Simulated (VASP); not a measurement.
# SiGe (P6_3mc) in VASP: a series of runs

The runs below take SiGe through single point, with LDA.

Everything below comes from runs of VASP 6.6.1. Logs are shortened: lines on timing, memory, paths and dates and some standing lists are left out, and cuts for length are marked.

### 1 The cell of the first run

The structure is hexagonal, space group P6_3mc (No. 186). Conventional cell: a = 3.593 Å, b = 3.593 Å, c = 7.122 Å, α = 90.00°, β = 90.00°, γ = 120.00°. Within 3.0 Å of Si (site symmetry 3m) lie 4 Ge at 2.26 to 2.66 Å. Within 3.0 Å of Ge (site symmetry 3m) lie 4 Si at 2.26 to 2.66 Å.

### 2 Single point, LDA (volume 19.901 Å^3 an atom, c/a of the conventional cell 1.9825)

The input, INCAR:

```
PREC = Accurate
ENCUT = 520
EDIFF = 1E-6
ISMEAR = 0
SIGMA = 0.03
LREAL = False
LASPH = True
NELM = 80
ALGO = Normal
ISIF = 2
LWAVE = False
LCHARG = True
LELF = True
LVHAR = True
NBANDS = 26
```

The input, KPOINTS:

```
Automatic mesh
0
Gamma
  12 12 6
```

The input, POSCAR:

```
SiGe
1.0
    3.5925020209      0.0000000000      0.0000000000
   -1.7962510105      3.1111980133      0.0000000000
    0.0000000000      0.0000000000      7.1221352565
Si Ge
2 2
Direct
    0.6666666667      0.3333333333      0.8745031008
    0.3333333333      0.6666666667      0.3745031008
    0.6666666667      0.3333333333      0.5004958992
    0.3333333333      0.6666666667      0.0004958992
```

Potentials or basis: VASP PAW LDA potentials, release 64 (Si, Ge_d).

The run is started by

```
> cat potpaw_LDA.64/Si/POTCAR potpaw_LDA.64/Ge_d/POTCAR > POTCAR
> mpirun -np 1 vasp_std > vasp.out
```

OUTCAR:

```text
PREC = Accurate
   ENCUT = 520
   EDIFF = 1E-6
   ISMEAR = 0
   LREAL = False
   LASPH = True
   NELM = 80
   ISIF = 2

 ion  position               nearest neighbor table
   1  0.667  0.333  0.875-   4 2.26   4 2.26   4 2.26   3 2.66
   2  0.333  0.667  0.375-   3 2.26   3 2.26   3 2.26   4 2.66
   3  0.667  0.333  0.500-   2 2.26   2 2.26   2 2.26   1 2.66
   4  0.333  0.667  0.000-   1 2.26   1 2.26   1 2.26   2 2.66

  LATTYP: Found a hexagonal cell.
 ALAT       =     3.5925020209
 C/A-ratio  =     1.9825000000

  Lattice vectors:

 A1 = (   3.5925020209,   0.0000000000,   0.0000000000)
 A2 = (  -1.7962510105,   3.1111980133,   0.0000000000)
 A3 = (   0.0000000000,   0.0000000000,   7.1221352565)

Analysis of symmetry for initial positions (statically):
=====================================================================
 Subroutine PRICEL returns:
 Original cell was already a primitive cell.

 Routine SETGRP: Setting up the symmetry group for a
 hexagonal supercell.

 Subroutine GETGRP returns: Found 12 space group operations
 (whereof  6 operations were pure point group operations)
 out of a pool of 24 trial point group operations.

The static configuration has the point symmetry C_3v.
 The point group associated with its full space group is C_6v.

Analysis of symmetry for dynamics (positions and initial velocities):
=====================================================================
 Subroutine PRICEL returns:
 Original cell was already a primitive cell.

 Routine SETGRP: Setting up the symmetry group for a
 hexagonal supercell.

 Subroutine GETGRP returns: Found 12 space group operations
 (whereof  6 operations were pure point group operations)
 out of a pool of 24 trial point group operations.

The dynamic configuration has the point symmetry C_3v.
 The point group associated with its full space group is C_6v.

 Subroutine INISYM returns: Found 12 space group operations
 (whereof  6 operations are pure point group operations),
 and found     1 'primitive' translations

----------------------------------------------------------------------------------------

                                     Primitive cell

  volume of cell :      79.6040

  direct lattice vectors                    reciprocal lattice vectors
     3.592502021  0.000000000  0.000000000     0.278357533  0.160709797  0.000000000
    -1.796251011  3.111198013  0.000000000     0.000000000  0.321419593  0.000000000
     0.000000000  0.000000000  7.122135257     0.000000000  0.000000000  0.140407331

  length of vectors
     3.592502021  3.592502021  7.122135257     0.321419593  0.321419593  0.140407331

  position of ions in fractional coordinates (direct lattice)
     0.666666667  0.333333333  0.874503101
     0.333333333  0.666666667  0.374503101
     0.666666667  0.333333333  0.500495899
     0.333333333  0.666666667  0.000495899

  ion indices of the primitive-cell ions
   primitive index   ion index
                 1           1
                 2           2
                 3           3
                 4           4

----------------------------------------------------------------------------------------

 KPOINTS: Automatic mesh

Automatic generation of k-mesh.
 Grid dimensions read from file:
 generate k-points for:   12   12    6

 Generating k-lattice:

  Cartesian coordinates                     Fractional coordinates (reciprocal lattice)
     0.023196461  0.013392483  0.000000000     0.083333333 -0.000000000  0.000000000
     0.000000000  0.026784966  0.000000000     0.000000000  0.083333333  0.000000000
     0.000000000  0.000000000  0.023401222     0.000000000  0.000000000  0.166666667

  Length of vectors
     0.026784966  0.026784966  0.023401222

  Shift w.r.t. Gamma in fractional coordinates (k-lattice)
     0.000000000  0.000000000  0.000000000

 Subroutine IBZKPT returns following result:
 ===========================================

 Found     76 irreducible k-points:

 Following reciprocal coordinates:
            Coordinates               Weight
  0.000000  0.000000  0.000000      1.000000
  0.083333  0.000000  0.000000      6.000000
  0.166667  0.000000  0.000000      6.000000
  0.250000  0.000000  0.000000      6.000000
  0.333333  0.000000  0.000000      6.000000
  0.416667  0.000000  0.000000      6.000000
[... 16 lines left out ...]
  0.250000  0.000000  0.166667     12.000000
  0.333333  0.000000  0.166667     12.000000
 [... further k-points ...]
   k-points           NKPTS =     76   k-points in BZ     NKDIM =     76   number of bands    NBANDS=     26
   number of dos      NEDOS =    301   number of ions     NIONS =      4
   total plane-waves  NPLWV =  42336
   dimension x,y,z NGX =    28 NGY =   28 NGZ =   54
   dimension x,y,z NGXF=    56 NGYF=   56 NGZF=  108
   ions per type =               2   2
   NGX,Y,Z   is equivalent  to a cutoff of  12.96, 12.96, 12.60 a.u.
   NGXF,Y,Z  is equivalent  to a cutoff of  25.91, 25.91, 25.21 a.u.
 SYSTEM =  unknown system
   PREC   = accura    normal or accurate (medium, high low for compatibility)
   ISTART =      0    job   : 0-new  1-cont  2-samecut
   ICHARG =      2    charge: 1-file 2-atom 10-const
   ISPIN  =      1    spin polarized calculation?
   LNONCOLLINEAR =      F non collinear calculations
   LSORBIT =      F    spin-orbit coupling
   LASPH  =      T    aspherical Exc in radial PAW
   ENCUT  =  520.0 eV  38.22 Ry    6.18 a.u.   6.68  6.68 13.24*2*pi/ulx,y,z
   NELM   =     80;   NELMIN=  2; NELMDL= -5     # of ELM steps
   EDIFF  = 0.1E-05   stopping-criterion for ELM
   LREAL  =      F    real-space projection
   EDIFFG = 0.1E-04   stopping-criterion for IOM
   NSW    =      0    number of steps for IOM
   IBRION =     -1    ionic relax: 0-MD 1-quasi-New 2-CG
   NFREE  =      0    steps in history (QN), initial steepest desc. (CG)
   ISIF   =      2    stress and relaxation
   ISYM   =      2    0-nonsym 1-usesym 2-fastsym
   POTIM  = 0.5000    time-step for ionic-motion
   TEBEG  =    0.0;   TEEND  =   0.0 temperature during run
   PSTRESS=    0.0 pullay stress
   NELECT =      36.0000    total number of electrons
   NUPDOWN=      -1.0000    fix difference up-down
   EMIN   =  10.00;   EMAX   =-10.00  energy-range for DOS
   EFERMI =   0.00;   METHOD = LEGACY
   ISMEAR =     0;   SIGMA  =   0.03  broadening in eV -4-tet -1-fermi 0-gaus
   EFERMI_NEDOS =   21; number of points for ismear=-14 and -15
   IALGO  =     38    algorithm
   IMIX   =      4    mixing-type and parameters
     AMIX     =   0.40;   BMIX     =  1.00
     AMIX_MAG =   1.60;   BMIX_MAG =  1.00
  volume/ion in A,a.u.               =      19.90       134.30
  Fermi-wavevector in a.u.,A,eV,Ry     =   1.256601  2.374631 21.484223  1.579046
  Thomas-Fermi vector in A             =   2.390301
   LORBIT       =      0    0 simple, 1 ext, 2 COOP (PROOUT), +10 PAW based schemes
   GGA     = CA    functional components
   LHFCALC =     F    Hartree Fock is set to
   AEXX    =    0.0000 exact exchange contribution
   IVDW    =     0    specifies the selected vdW correction
   LEPSILON=     F    determine dielectric tensor
   LRPA    =     F    only Hartree local field effects (RPA)
 non-spin polarized calculation
 Gauss-broadening in eV      SIGMA  =   0.03
  energy-cutoff  :      520.00
  volume of cell :       79.60
 maximum number of plane-waves:      2174
 NGX is ok and might be reduce to    28
   NGX = 13   NGY = 13   NGZ = 27

 number of electron      36.0000009 magnetization

 Free energy of the ion-electron system (eV)
  ---------------------------------------------------
  ext. energy  EPLUGINS =         0.00000000
  ---------------------------------------------------
  free energy    TOTEN  =       -21.08267319 eV

  energy without entropy =      -21.08240345  energy(sigma->0) =      -21.08253832

 E-fermi :   5.9118     XC(G=0): -10.2656

 val. band max:        5.8951007260   @ k =   0.0000   0.0000   0.5000
 cond. band min:       5.9545634047   @ k =   0.5000   0.0000   0.3333
 fundamental gap:      0.0594626787
 Fermi energy:         5.9118389755

 k-point     1 :       0.0000    0.0000    0.0000
  band No.  band energies     occupation
      1     -18.6515      2.00000
      2     -18.6515      2.00000
      3     -18.6499      2.00000
      4     -18.6496      2.00000
      5     -18.6496      2.00000
      6     -18.6476      2.00000
[... 18 lines left out ...]
     25      10.6235      0.00000
     26      13.6507      0.00000

 k-point     2 :       0.0833    0.0000    0.0000
  band No.  band energies     occupation
      1     -18.6524      2.00000
      2     -18.6511      2.00000
      3     -18.6510      2.00000
      4     -18.6489      2.00000
      5     -18.6487      2.00000
      6     -18.6459      2.00000
[... 18 lines left out ...]
     25      11.1027      0.00000
     26      12.7643      0.00000

 k-point     3 :       0.1667    0.0000    0.0000
  band No.  band energies     occupation
      1     -18.6543      2.00000
      2     -18.6536      2.00000
      3     -18.6497      2.00000
      4     -18.6474      2.00000
      5     -18.6460      2.00000
      6     -18.6428      2.00000
[... 18 lines left out ...]
     25      12.0034      0.00000
     26      12.6423      0.00000

 k-point     4 :       0.2500    0.0000    0.0000
  band No.  band energies     occupation
      1     -18.6569      2.00000
      2     -18.6565      2.00000
      3     -18.6484      2.00000
      4     -18.6456      2.00000
      5     -18.6425      2.00000
      6     -18.6394      2.00000
[... 18 lines left out ...]
     25      12.8692      0.00000
     26      13.2491      0.00000
[... 496 lines left out ...]
      1     -18.6543      2.00000
      2     -18.6537      2.00000
      3     -18.6496      2.00000
      4     -18.6475      2.00000
      5     -18.6457      2.00000
      6     -18.6430      2.00000
[... 18 lines left out ...]
     25      11.9603      0.00000
     26      12.5276      0.00000

 k-point    23 :       0.2500    0.0000    0.1667
  band No.  band energies     occupation
      1     -18.6570      2.00000
      2     -18.6566      2.00000
      3     -18.6482      2.00000
      4     -18.6457      2.00000
      5     -18.6423      2.00000
      6     -18.6396      2.00000
[... 18 lines left out ...]
     25      13.0607      0.00000
     26      13.4005      0.00000

 k-point    24 :       0.3333    0.0000    0.1667
  band No.  band energies     occupation
      1     -18.6596      2.00000
      2     -18.6593      2.00000
      3     -18.6471      2.00000
      4     -18.6443      2.00000
      5     -18.6392      2.00000
      6     -18.6368      2.00000
[... 18 lines left out ...]
     25      13.0611      0.00000
     26      13.9994      0.00000

 [... further k-points ...]
[... 5 lines left out ...]
  --------------------------------------------------------------------------------------
  -------------------------------------------------------------------------------------
  Total        9.1706227      9.1706227     -6.2289777     -0.0000000      0.0000000      0.0000000
  in kB      184.5756971    184.5756971   -125.3696664     -0.0000000      0.0000000      0.0000000
  external PRESSURE =      81.2605759 kB  Pullay stress =       0.0000000 kB

 VOLUME and BASIS-vectors are now :
 -----------------------------------------------------------------------------
  energy-cutoff  :      520.00
  volume of cell :       79.60
      direct lattice vectors                 reciprocal lattice vectors
     3.592502021  0.000000000  0.000000000     0.278357533  0.160709797  0.000000000
    -1.796251011  3.111198013  0.000000000     0.000000000  0.321419593  0.000000000
     0.000000000  0.000000000  7.122135257     0.000000000  0.000000000  0.140407331

 POSITION                                       TOTAL-FORCE (eV/Angst)
 -----------------------------------------------------------------------------------
      1.79625      1.03707      6.22833         0.000000      0.000000     -1.326628
     -0.00000      2.07413      2.66726         0.000000     -0.000000     -1.326628
      1.79625      1.03707      3.56460         0.000000      0.000000      1.326628
     -0.00000      2.07413      0.00353        -0.000000      0.000000      1.326628
 -----------------------------------------------------------------------------------
    total drift:                                0.000000      0.000000      0.001176

  FREE ENERGIE OF THE ION-ELECTRON SYSTEM (eV)
  ---------------------------------------------------
  free  energy   TOTEN  =       -21.0826731857 eV

  energy  without entropy=      -21.0824034474  energy(sigma->0) =      -21.08253832
```

Run time: 2.3 min. Hardware: 1 thread of AMD EPYC 7R43 (Zen 3), shared host; peak memory 0.22 GiB.

What came out:

| Item | Value |
| --- | --- |
| Free energy | -21.0827 eV |
| Pressure | 8.1 GPa |
| Largest force | 1.327 eV/Å |
| Band gap on the k mesh | zero (band 18 reaches 6.38 eV, above the bottom of band 19 at 5.66 eV) |

Forces on the atoms (eV/Å):
```
Si   0.000  0.000 -1.327
Si   0.000  0.000 -1.327
Ge   0.000  0.000  1.327
Ge   0.000  0.000  1.327
```

Stress tensor (GPa, compression positive):
```
 18.46   0.00   0.00
  0.00  18.46   0.00
  0.00   0.00 -12.54
```

Caveat: forces of over 1 eV/Å act on the atoms, so gaps and moduli don't describe the material at rest.

(Part 1 of 2 ends here.)
